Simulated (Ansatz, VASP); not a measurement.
# One calculation of NbP, two programs

```
CELL_PARAMETERS angstrom
3.31446 0.00000 0.00000
-1.65723 2.87040 0.00000
0.00000 0.00000 6.72273
ATOMIC_POSITIONS crystal
Nb 0.00000 0.00000 0.00000
Nb 0.00000 0.00000 0.50000
P 0.33333 0.66667 0.25000
P 0.66667 0.33333 0.75000
```

Change from the starting cell: relaxed end of: species swapped into the ScTe type (P6_3/mmc, No. 194).

Alike in both runs: task single point; functional PBE; k mesh 6 × 6 × 4; occupations gaussian, width 0.1 eV; no spin polarisation.

|  | VASP | Ansatz |
| --- | --- | --- |
| version | VASP 6.6.1 | Ansatz 0.2.0 |
| potentials or method | VASP PAW PBE potentials, release 64 (Nb_sv, P), cutoff 520 eV | scalar-relativistic, plane waves, PAW |
| valence electrons in the cell | 36 | 36 |

|  | VASP | Ansatz | Ansatz less VASP |
| --- | --- | --- | --- |
| gap on the k mesh at the Fermi level (eV) | none | none | - |
| pressure (GPa) | -0.2 | 0.2 | +0.39 |
| traceless stress, the component that is largest in VASP (GPa) | 0.19 | 0.25 | +0.056 |

A gap of «none» marks a metal or a gap that the smearing closes.

The k mesh is coarse, so the values compare programs but aren't converged.
